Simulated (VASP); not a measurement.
Li3Os: relaxation of cell and atoms with r2SCAN

Li3Os:

```
Li Os
1.0
     3.64788    0.00000    0.00000
     0.00000    3.64788    0.00000
     0.00000    0.00000    3.64788
Li Os
3 1
Direct
  0.00000 0.50000 0.50000
  0.50000 0.00000 0.50000
  0.50000 0.50000 0.00000
  0.00000 0.00000 0.00000
```

| Quantity | Value |
| --- | --- |
| Program | VASP 6.6.1 |
| Task | relaxation of cell and atoms |
| Functional | r2SCAN |
| Potentials or basis | VASP PAW PBE potentials, release 64 (Li_sv, Os) |
| Cutoff | 600 eV |
| k mesh | 12 × 12 × 12 |
| Occupations | gaussian, width 0.1 eV |
| Spin | no spin polarisation |
| Dipole correction | no |
| Further INCAR settings | ALGO = Normal; EDIFF = 1e-06; IBRION = 2; EDIFFG = -0.01; NSW = 100; ISIF = 3 |

| Quantity | Value |
| --- | --- |
| Relaxed volume | 12.83 Å³/atom |
| Relaxed cell | a = 3.716 Å, b = 3.716 Å, c = 3.716 Å, α = 90.00°, β = 90.00°, γ = 90.00° |
| Space group after relaxing (to 0.1 Å) | Pm-3m (No. 221) |
| Energy gained by relaxing | 7.5 meV/atom |
| Ionic steps | 4 |
| Pressure after relaxing | 0.0 GPa |
| Band gap on the k mesh | zero (an odd number of electrons rules out a gap without spin polarisation) |

Step by step:
```tsv
step	energy change (eV)	largest force (eV/Å)	pressure (GPa)	volume (Å³)
1	0.0000	0.0000	3.64	48.54
2	-0.0274	0.0000	1.13	50.51
3	-0.0299	0.0000	-0.18	51.46
4	-0.0300	0.0000	0.00	51.33
```

Final structure:
```cif
data_structure
_symmetry_space_group_name_H-M 'P 1'
_symmetry_Int_Tables_number 1
_cell_length_a 3.7165
_cell_length_b 3.7165
_cell_length_c 3.7165
_cell_angle_alpha 90.000
_cell_angle_beta 90.000
_cell_angle_gamma 90.000
_cell_volume 51.33
loop_
_atom_site_label
_atom_site_type_symbol
_atom_site_fract_x
_atom_site_fract_y
_atom_site_fract_z
_atom_site_occupancy
Li1 Li 0.00000 0.50000 0.50000 1
Li2 Li 0.50000 0.00000 0.50000 1
Li3 Li 0.50000 0.50000 0.00000 1
Os1 Os 0.00000 0.00000 0.00000 1
```

Levels at points of the mesh, in eV from the Fermi level:
```tsv
k point	band 4	band 5	band 6	band 7	band 8	band 9	band 10	band 11	band 12
(0.00, 0.00, 0.00)	-5.25	-1.44	-1.44	0.14	0.14	0.14	3.36	3.36	3.36
(0.50, 0.00, 0.00)	-4.11	-1.64	-1.26	-1.03	-1.03	0.24	1.05	6.67	6.67
(0.50, 0.50, 0.00)	-3.12	-2.37	-0.74	-0.74	0.66	0.66	1.05	1.39	3.57
(0.50, 0.50, 0.50)	-1.31	-1.31	-1.31	0.79	0.98	0.98	0.98	1.13	1.13
```

Wall time 6.8 min on 1 thread of Intel(R) Xeon(R) 6975P-C (Granite Rapids) (shared host), peak memory 0.24 GiB.

Caveat: the cutoff is under 1.25 times the usual one of these potentials, so pressure, stress and relaxed cells hold a basis-set (Pulay) error; the PAW data sets were made with another functional, which shifts forces and pressure a little; spin-orbit coupling is left out, which moves the levels of the heavy elements.
